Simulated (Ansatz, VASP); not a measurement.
# Two plane-wave programs on C

Contents of INCAR:

```
SYSTEM = C
PREC = Accurate
ENCUT = 520
EDIFF = 1E-7
ISMEAR = 0
SIGMA = 0.1
LREAL = .False.
LASPH = .True.
NELM = 150
ALGO = Normal
ISIF = 2
LWAVE = .False.
LCHARG = .True.
ISPIN = 2
MAGMOM = 1 1 1 1 1 1 1 1 1 1 1 1
LORBIT = 11
GGA = PE
LELF = .True.
LVHAR = .True.
NBANDS = 40
```

KPOINTS

```
regular mesh
0
Gamma
  3 3 8
  0 0 0
```

POSCAR

```
C
1.0
    5.8515511100      0.0000000000      0.0000000000
   -2.9257755500      5.0675919100      0.0000000000
    0.0000000000      0.0000000000      2.2163287200
C
12
Direct
    0.8502730400      0.5388260200      0.7830020200
    0.6885529800      0.5388260200      0.2169979800
    0.3114470200      0.8502730400      0.2169979800
    0.6885529800      0.1497269600      0.7830020200
    0.1497269600      0.6885529800      0.7830020200
    0.5388260200      0.6885529800      0.2169979800
    0.4611739800      0.1497269600      0.2169979800
    0.3114470200      0.4611739800      0.7830020200
    0.1497269600      0.4611739800      0.2169979800
    0.5388260200      0.8502730400      0.7830020200
    0.8502730400      0.3114470200      0.2169979800
    0.4611739800      0.3114470200      0.7830020200
```

Input for Ansatz:

```yaml
crystal:
  lattice:
    - [5.85155111, 0.0, 0.0]
    - [-2.92577555, 5.06759191, 0.0]
    - [0.0, 0.0, 2.21632872]
  atoms:
    - { symbol: C, position: [0.85027304, 0.53882602, 0.78300202], spin: 1.0 }
    - { symbol: C, position: [0.68855298, 0.53882602, 0.21699798], spin: 1.0 }
    - { symbol: C, position: [0.31144702, 0.85027304, 0.21699798], spin: 1.0 }
    - { symbol: C, position: [0.68855298, 0.14972696, 0.78300202], spin: 1.0 }
    - { symbol: C, position: [0.14972696, 0.68855298, 0.78300202], spin: 1.0 }
    - { symbol: C, position: [0.53882602, 0.68855298, 0.21699798], spin: 1.0 }
    - { symbol: C, position: [0.46117398, 0.14972696, 0.21699798], spin: 1.0 }
    - { symbol: C, position: [0.31144702, 0.46117398, 0.78300202], spin: 1.0 }
    - { symbol: C, position: [0.14972696, 0.46117398, 0.21699798], spin: 1.0 }
    - { symbol: C, position: [0.53882602, 0.85027304, 0.78300202], spin: 1.0 }
    - { symbol: C, position: [0.85027304, 0.31144702, 0.21699798], spin: 1.0 }
    - { symbol: C, position: [0.46117398, 0.31144702, 0.78300202], spin: 1.0 }
basis:
  ecutwfc: 420
kpoints:
  mp_grid: { grid: [3, 3, 8] }
hamiltonian:
  xc: pbe
scf:
  occupations: { method: gaussian, width: 0.1 }
  lower_state_search: "off"
output:
  forces: true
  stress: true
  eigenvalues: true
  populations: true
magnetization:
  spin_polarized: true
```

Alike in both runs: task single point; functional PBE; k mesh 3 × 3 × 8; occupations gaussian, width 0.1 eV; collinear spin.

|  | VASP | Ansatz |
| --- | --- | --- |
| version | VASP 6.6.1 | Ansatz 0.2.0 |
| potentials or method | VASP PAW PBE potentials, release 64 (C), cutoff 520 eV | scalar-relativistic, plane waves, PAW |
| valence electrons in the cell | 48 | 48 |

|  | VASP | Ansatz | Ansatz less VASP |
| --- | --- | --- | --- |
| gap on the k mesh at the Fermi level (eV) | none | none | - |
| rms of the force components (eV/Å) | 4.286 | 4.267 | -0.0195 |
| net moment per atom (μB) | 0.00 | 0.00 | 0.000 |

Atom by atom the forces differ by 0.031 eV/Å (rms over components). A gap of «none» marks a metal or a gap that the smearing closes. Ansatz's warnings: seeded moment not kept.

The k mesh is coarse, so the values compare programs but aren't converged.
